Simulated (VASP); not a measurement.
# BeS (F-43m) in VASP: settings compared

BeS is run at these levels: revPBE, PBEsol; tasks: single point.

All numbers are computed with VASP 6.6.1; they aren't measurements. Logs are shortened: lines on timing, memory, paths and dates and some standing lists are left out, and cuts for length are marked.

### Step 1. The cell of the first run

The structure is cubic, space group F-43m (No. 216). The conventional cell has a = 4.842 Å, b = 4.842 Å, c = 4.842 Å, α = 90.00°, β = 90.00°, γ = 90.00°. Within 2.8 Å of Be (site symmetry -43m) lie 4 S at 2.10 Å. S (site symmetry -43m) has 4 Be at 2.10 Å within 2.8 Å.

### Step 2. Single point, revPBE (volume scaled by 0.96)

INCAR

```
ALGO = Normal
EDIFF = 1E-6
ENCUT = 600
GGA = RE
GGA_COMPAT = F
ISIF = 2
ISMEAR = 0
LASPH = T
LCHARG = F
LREAL = F
LWAVE = F
NBANDS = 11
NELM = 120
PREC = Accurate
SIGMA = 0.05
```

KPOINTS

```
k-points
0
Gamma
  8 8 8
```

POSCAR

```
BeS
1.0
    0.0000000000      2.4212287852      2.4212287852
    2.4212287852      0.0000000000      2.4212287852
    2.4212287852      2.4212287852      0.0000000000
Be S
1 1
Direct
    0.0000000000      0.0000000000      0.0000000000
    0.7500000000      0.7500000000      0.7500000000
```

Potentials or basis: VASP PAW PBE potentials, release 64 (Be, S).

On the command line:

```
cat potpaw_PBE.64/Be/POTCAR potpaw_PBE.64/S/POTCAR > POTCAR
mpirun -np 1 vasp_std > vasp.out
```

OUTCAR:

```text
EDIFF = 1E-6
   ENCUT = 600
   GGA = RE
   ISIF = 2
   ISMEAR = 0
   LASPH = T
   LREAL = F
   NELM = 120
   PREC = Accurate

 ion  position               nearest neighbor table
   1  0.000  0.000  0.000-   2 2.10   2 2.10   2 2.10   2 2.10
   2  0.750  0.750  0.750-   1 2.10   1 2.10   1 2.10   1 2.10

  LATTYP: Found a face centered cubic cell.
 ALAT       =     4.8424575704

  Lattice vectors:

 A1 = (   0.0000000000,   2.4212287852,   2.4212287852)
 A2 = (   2.4212287852,   0.0000000000,   2.4212287852)
 A3 = (   2.4212287852,   2.4212287852,   0.0000000000)

Analysis of symmetry for initial positions (statically):
=====================================================================
 Subroutine PRICEL returns:
 Original cell was already a primitive cell.

 Routine SETGRP: Setting up the symmetry group for a
 face centered cubic supercell.

 Subroutine GETGRP returns: Found 24 space group operations
 (whereof 24 operations were pure point group operations)
 out of a pool of 48 trial point group operations.

The static configuration has the point symmetry T_d .

Analysis of symmetry for dynamics (positions and initial velocities):
=====================================================================
 Subroutine PRICEL returns:
 Original cell was already a primitive cell.

 Routine SETGRP: Setting up the symmetry group for a
 face centered cubic supercell.

 Subroutine GETGRP returns: Found 24 space group operations
 (whereof 24 operations were pure point group operations)
 out of a pool of 48 trial point group operations.

The dynamic configuration has the point symmetry T_d .

 Subroutine INISYM returns: Found 24 space group operations
 (whereof 24 operations are pure point group operations),
 and found     1 'primitive' translations

----------------------------------------------------------------------------------------

                                     Primitive cell

  volume of cell :      28.3882

  direct lattice vectors                    reciprocal lattice vectors
     0.000000000  2.421228785  2.421228785    -0.206506714  0.206506714  0.206506714
     2.421228785  0.000000000  2.421228785     0.206506714 -0.206506714  0.206506714
     2.421228785  2.421228785  0.000000000     0.206506714  0.206506714 -0.206506714

  length of vectors
     3.424134586  3.424134586  3.424134586     0.357680121  0.357680121  0.357680121

  position of ions in fractional coordinates (direct lattice)
     0.000000000  0.000000000  0.000000000
     0.750000000  0.750000000  0.750000000

  ion indices of the primitive-cell ions
   primitive index   ion index
                 1           1
                 2           2

----------------------------------------------------------------------------------------

 KPOINTS: k-points

Automatic generation of k-mesh.
 Grid dimensions read from file:
 generate k-points for:    8    8    8

 Generating k-lattice:

  Cartesian coordinates                     Fractional coordinates (reciprocal lattice)
    -0.025813339  0.025813339  0.025813339     0.125000000  0.000000000  0.000000000
     0.025813339 -0.025813339  0.025813339     0.000000000  0.125000000  0.000000000
     0.025813339  0.025813339 -0.025813339     0.000000000  0.000000000  0.125000000

  Length of vectors
     0.044710015  0.044710015  0.044710015

  Shift w.r.t. Gamma in fractional coordinates (k-lattice)
     0.000000000  0.000000000  0.000000000

 Subroutine IBZKPT returns following result:
 ===========================================

 Found     29 irreducible k-points:

 Following reciprocal coordinates:
            Coordinates               Weight
  0.000000  0.000000  0.000000      1.000000
  0.125000  0.000000  0.000000      8.000000
  0.250000  0.000000  0.000000      8.000000
  0.375000  0.000000  0.000000      8.000000
  0.500000  0.000000  0.000000      4.000000
  0.125000  0.125000  0.000000      6.000000
[... 16 lines left out ...]
  0.500000  0.250000  0.125000     48.000000
 -0.375000  0.250000  0.125000     24.000000
 [... further k-points ...]
   k-points           NKPTS =     29   k-points in BZ     NKDIM =     29   number of bands    NBANDS=     11
   number of dos      NEDOS =    301   number of ions     NIONS =      2
   total plane-waves  NPLWV =  21952
   dimension x,y,z NGX =    28 NGY =   28 NGZ =   28
   dimension x,y,z NGXF=    56 NGYF=   56 NGZF=   56
   ions per type =               1   1
   NGX,Y,Z   is equivalent  to a cutoff of  13.59, 13.59, 13.59 a.u.
   NGXF,Y,Z  is equivalent  to a cutoff of  27.19, 27.19, 27.19 a.u.
 SYSTEM =  unknown system
   PREC   = accura    normal or accurate (medium, high low for compatibility)
   ISTART =      0    job   : 0-new  1-cont  2-samecut
   ICHARG =      2    charge: 1-file 2-atom 10-const
   ISPIN  =      1    spin polarized calculation?
   LNONCOLLINEAR =      F non collinear calculations
   LSORBIT =      F    spin-orbit coupling
   LASPH  =      T    aspherical Exc in radial PAW
   ENCUT  =  600.0 eV  44.10 Ry    6.64 a.u.   6.84  6.84  6.84*2*pi/ulx,y,z
   NELM   =    120;   NELMIN=  2; NELMDL= -5     # of ELM steps
   EDIFF  = 0.1E-05   stopping-criterion for ELM
   LREAL  =      F    real-space projection
   EDIFFG = 0.1E-04   stopping-criterion for IOM
   NSW    =      0    number of steps for IOM
   IBRION =     -1    ionic relax: 0-MD 1-quasi-New 2-CG
   NFREE  =      0    steps in history (QN), initial steepest desc. (CG)
   ISIF   =      2    stress and relaxation
   ISYM   =      2    0-nonsym 1-usesym 2-fastsym
   POTIM  = 0.5000    time-step for ionic-motion
   TEBEG  =    0.0;   TEEND  =   0.0 temperature during run
   PSTRESS=    0.0 pullay stress
   NELECT =       8.0000    total number of electrons
   NUPDOWN=      -1.0000    fix difference up-down
   EMIN   =  10.00;   EMAX   =-10.00  energy-range for DOS
   EFERMI =   0.00;   METHOD = LEGACY
   ISMEAR =     0;   SIGMA  =   0.05  broadening in eV -4-tet -1-fermi 0-gaus
   EFERMI_NEDOS =   21; number of points for ismear=-14 and -15
   IALGO  =     38    algorithm
   IMIX   =      4    mixing-type and parameters
     AMIX     =   0.40;   BMIX     =  1.00
     AMIX_MAG =   1.60;   BMIX_MAG =  1.00
  volume/ion in A,a.u.               =      14.19        95.79
  Fermi-wavevector in a.u.,A,eV,Ry     =   1.073311  2.028264 15.673870  1.151997
  Thomas-Fermi vector in A             =   2.209107
   LORBIT       =      0    0 simple, 1 ext, 2 COOP (PROOUT), +10 PAW based schemes
   GGA     = RE    functional components
   LHFCALC =     F    Hartree Fock is set to
   AEXX    =    0.0000 exact exchange contribution
   IVDW    =     0    specifies the selected vdW correction
   LEPSILON=     F    determine dielectric tensor
   LRPA    =     F    only Hartree local field effects (RPA)
 non-spin polarized calculation
 Gauss-broadening in eV      SIGMA  =   0.05
  energy-cutoff  :      600.00
  volume of cell :       28.39
 maximum number of plane-waves:       960
   NGX = 13   NGY = 13   NGZ = 13

 number of electron       7.9999999 magnetization

 Free energy of the ion-electron system (eV)
  ---------------------------------------------------
  ext. energy  EPLUGINS =         0.00000000
  ---------------------------------------------------
  free energy    TOTEN  =        -9.48255670 eV

  energy without entropy =       -9.48255670  energy(sigma->0) =       -9.48255670

 E-fermi :   4.5434     XC(G=0):  -9.6610

 val. band max:        4.2825873370   @ k =   0.0000   0.0000   0.0000
 cond. band min:       7.4599397892   @ k =   0.5000   0.5000   0.0000
 fundamental gap:      3.1773524522
 Fermi energy:         4.5433611207

 k-point     1 :       0.0000    0.0000    0.0000
  band No.  band energies     occupation
      1      -9.4360      2.00000
      2       4.2826      2.00000
      3       4.2826      2.00000
      4       4.2826      2.00000
      5       9.9939      0.00000
      6       9.9939      0.00000
      7       9.9939      0.00000
      8      10.3156      0.00000
      9      17.0659      0.00000
     10      17.0659      0.00000
     11      19.3301      0.00000

 k-point     2 :       0.1250    0.0000    0.0000
  band No.  band energies     occupation
      1      -9.2577      2.00000
      2       3.0848      2.00000
      3       4.0834      2.00000
      4       4.0834      2.00000
      5       9.9701      0.00000
      6      10.3516      0.00000
      7      10.3516      0.00000
      8      11.5534      0.00000
      9      16.3980      0.00000
     10      16.3980      0.00000
     11      19.1689      0.00000

 k-point     3 :       0.2500    0.0000    0.0000
  band No.  band energies     occupation
      1      -8.7665      2.00000
      2       0.9786      2.00000
      3       3.6856      2.00000
      4       3.6856      2.00000
      5       9.9167      0.00000
      6      10.8965      0.00000
      7      10.8965      0.00000
      8      13.6745      0.00000
      9      16.1748      0.00000
     10      16.1748      0.00000
     11      18.7052      0.00000

 k-point     4 :       0.3750    0.0000    0.0000
  band No.  band energies     occupation
      1      -8.1420      2.00000
      2      -0.7872      2.00000
      3       3.3648      2.00000
      4       3.3648      2.00000
      5       9.8579      0.00000
      6      10.9580      0.00000
      7      10.9580      0.00000
      8      15.2059      0.00000
      9      17.5420      0.00000
     10      17.5420      0.00000
     11      18.8734      0.00000

 k-point     5 :       0.5000    0.0000    0.0000
  band No.  band energies     occupation
      1      -7.8162      2.00000
      2      -1.5124      2.00000
      3       3.2476      2.00000
      4       3.2476      2.00000
      5       9.8320      0.00000
      6      10.8804      0.00000
      7      10.8804      0.00000
      8      15.6371      0.00000
      9      19.2374      0.00000
     10      19.2374      0.00000
     11      19.6517      0.00000
[... 211 lines left out ...]
 k-point    21 :       0.5000    0.5000    0.0000
  band No.  band energies     occupation
      1      -7.2686      2.00000
      2      -0.7506      2.00000
      3       1.6382      2.00000
      4       1.6382      2.00000
      5       7.4599      0.00000
      6       9.2354      0.00000
      7      17.1755      0.00000
      8      17.1755      0.00000
      9      20.0154      0.00000
     10      20.6296      0.00000
     11      21.2248      0.00000

 k-point    22 :       0.3750    0.2500    0.1250
  band No.  band energies     occupation
      1      -8.3649      2.00000
      2       0.7455      2.00000
      3       2.1343      2.00000
      4       3.1623      2.00000
      5       9.8737      0.00000
      6      11.6335      0.00000
      7      11.8519      0.00000
      8      12.9065      0.00000
      9      15.9697      0.00000
     10      18.7567      0.00000
     11      20.3858      0.00000

 k-point    23 :       0.5000    0.2500    0.1250
  band No.  band energies     occupation
      1      -7.8152      2.00000
      2      -0.4205      2.00000
      3       1.5980      2.00000
      4       2.6898      2.00000
      5      10.3425      0.00000
      6      11.1640      0.00000
      7      12.8147      0.00000
      8      13.6397      0.00000
      9      16.9943      0.00000
     10      18.8015      0.00000
     11      20.8490      0.00000

 k-point    24 :      -0.3750    0.2500    0.1250
  band No.  band energies     occupation
      1      -7.5387      2.00000
      2      -0.9783      2.00000
      3       1.5033      2.00000
      4       2.4438      2.00000
      5      10.4364      0.00000
      6      10.9316      0.00000
      7      13.4766      0.00000
      8      14.8787      0.00000
      9      15.8237      0.00000
     10      19.6607      0.00000
     11      20.3770      0.00000

 [... further k-points ...]

------------------------ aborting loop because EDIFF is reached ----------------------------------------

  FORCE on cell =-STRESS in cart. coord.  units (eV):
  Direction    XX          YY          ZZ          XY          YZ          ZX
  --------------------------------------------------------------------------------------
  -------------------------------------------------------------------------------------
  Total        0.6881616      0.6881616      0.6881616      0.0000000     -0.0000000      0.0000000
  in kB       38.8385985     38.8385985     38.8385985      0.0000000     -0.0000000      0.0000000
  external PRESSURE =      38.8385985 kB  Pullay stress =       0.0000000 kB

 VOLUME and BASIS-vectors are now :
 -----------------------------------------------------------------------------
  energy-cutoff  :      600.00
  volume of cell :       28.39
      direct lattice vectors                 reciprocal lattice vectors
     0.000000000  2.421228785  2.421228785    -0.206506714  0.206506714  0.206506714
     2.421228785  0.000000000  2.421228785     0.206506714 -0.206506714  0.206506714
     2.421228785  2.421228785  0.000000000     0.206506714  0.206506714 -0.206506714

 POSITION                                       TOTAL-FORCE (eV/Angst)
 -----------------------------------------------------------------------------------
      0.00000      0.00000      0.00000        -0.000000     -0.000000     -0.000000
      3.63184      3.63184      3.63184         0.000000      0.000000      0.000000
 -----------------------------------------------------------------------------------
    total drift:                                0.000000      0.000000     -0.000000

  FREE ENERGIE OF THE ION-ELECTRON SYSTEM (eV)
  ---------------------------------------------------
  free  energy   TOTEN  =        -9.4825567041 eV

  energy  without entropy=       -9.4825567041  energy(sigma->0) =       -9.48255670
```

Wall time 17 s (1 thread of Intel Xeon 8259CL, shared host); peak memory 0.15 GiB.

Results:

| Property | Result |
| --- | --- |
| Free energy | -9.4826 eV |
| Pressure | 3.9 GPa |
| Band gap on the k mesh | 3.18 eV, indirect (least direct gap 5.71 eV) |

Caveat: the PAW data sets were made with another functional, which shifts forces and pressure a little. A k mesh can miss the band edges.

(Continued in part 2 of 2.)
